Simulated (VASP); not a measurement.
A run of VASP 6.6.1:

The input POSCAR:

```
BN
1.0
    2.5080400000      0.0000000000      0.0000000000
   -1.2467100000      2.1762300000      0.0000000000
   -0.6306700000     -1.0881200000      3.0225400000
B N
1 1
Direct
    0.9796400000      0.9835000000      0.0018100000
    0.6685100000      0.3323800000      0.9850000000
```

File INCAR.step1:

```
SYSTEM = BN
ALGO = Normal ; EDIFF = 1E-4
ENCUT = 520 ; GGA = PE
ISMEAR = 0 ; LASPH = .TRUE.
LCHARG = .FALSE. ; LREAL = .FALSE.
LWAVE = .TRUE. ; NBANDS = 11
NELM = 80 ; PREC = Accurate
SIGMA = 0.01
```

The input INCAR.step2:

```
SYSTEM = BN
ALGO = Normal ; EDIFF = 1E-6
ENCUT = 520 ; ISIF = 2
ISMEAR = 0 ; ISTART = 1
IVDW = 13 ; LASPH = .TRUE.
LCHARG = .FALSE. ; LMIXTAU = .TRUE.
LREAL = .FALSE. ; LWAVE = .FALSE.
METAGGA = R2SCAN ; NBANDS = 11
NELM = 80 ; PREC = Accurate
SIGMA = 0.01 ; VDW_A1 = 0.51559235
VDW_A2 = 5.77342911 ; VDW_S6 = 1.0
VDW_S8 = 0.6018749
```

KPOINTS

```
k-points
0
G
  12 12 8
  0 0 0
```

Potentials or basis: VASP PAW PBE potentials, release 64 (B, N).

Command:

```console
$ cat potpaw_PBE.64/B/POTCAR potpaw_PBE.64/N/POTCAR > POTCAR
$ cp INCAR.step1 INCAR
$ mpirun -np 1 vasp_std > vasp.out
$ cp INCAR.step2 INCAR
$ mpirun -np 1 vasp_std > vasp.out
```

Hardware: 1 thread of Intel(R) Xeon(R) Platinum 8259CL CPU @ 2.50GHz (Skylake/Cascade Lake), with other jobs on the host.

Question: How long does it take, and how much memory?

Answer: Wall time 5.2 min on 1 thread of Intel(R) Xeon(R) Platinum 8259CL CPU @ 2.50GHz (Skylake/Cascade Lake), on a shared host, peak memory 0.21 GiB. Counts: k points 580.
